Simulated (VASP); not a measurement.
Here is a VASP 6.6.1 calculation.

The input POSCAR:

```
InGa3P4
1.0
    5.6215832615      0.0000000000      0.0000000000
    0.0000000000      5.6215832615      0.0000000000
    0.0000000000      0.0000000000      5.6215832615
Ga P In
3 4 1
Direct
    0.5000000000      0.0000000000      0.0000000000
    0.0000000000      0.5000000000      0.0000000000
    0.0000000000      0.0000000000      0.5000000000
    0.7602244756      0.2397755244      0.2397755244
    0.2397755244      0.7602244756      0.2397755244
    0.2397755244      0.2397755244      0.7602244756
    0.7602244756      0.7602244756      0.7602244756
    0.5000000000      0.5000000000      0.5000000000
```

File INCAR.step1:

```
SYSTEM = InGa3P4
ALGO = Normal
EDIFF = 1E-4
ENCUT = 520
GGA = PE
ISMEAR = 0
LASPH = .TRUE.
LCHARG = .FALSE.
LREAL = .FALSE.
LWAVE = .TRUE.
NBANDS = 46
NELM = 80
PREC = Accurate
SIGMA = 0.01
```

The input INCAR.step2:

```
SYSTEM = InGa3P4
ALGO = Normal
EDIFF = 1E-6
ENCUT = 520
ISIF = 2
ISMEAR = 0
ISTART = 1
LASPH = .TRUE.
LCHARG = .TRUE.
LELF = .TRUE.
LMIXTAU = .TRUE.
LREAL = .FALSE.
LVHAR = .TRUE.
LWAVE = .FALSE.
METAGGA = R2SCAN
NBANDS = 46
NELM = 80
PREC = Accurate
SIGMA = 0.01
```

Contents of KPOINTS:

```
k-points
0
G
  4 4 4
  0 0 0
```

Potentials or basis: VASP PAW PBE potentials, release 64 (Ga_d, P, In_d).

Command:

```sh
$ cat potpaw_PBE.64/Ga_d/POTCAR potpaw_PBE.64/P/POTCAR potpaw_PBE.64/In_d/POTCAR > POTCAR
$ cp INCAR.step1 INCAR
$ mpirun -np 1 vasp_std > vasp.out
$ cp INCAR.step2 INCAR
$ mpirun -np 1 vasp_std > vasp.out
```

(1) What does it give for the pressure?

(2) What does it give for the band gap on the k mesh?

Results:

(1) -2.4 GPa.

(2) 1.45 eV.

Caveat: the PAW data sets were made with another functional, which shifts forces and pressure a little; spin-orbit coupling is left out, which moves the levels of the heavy elements.
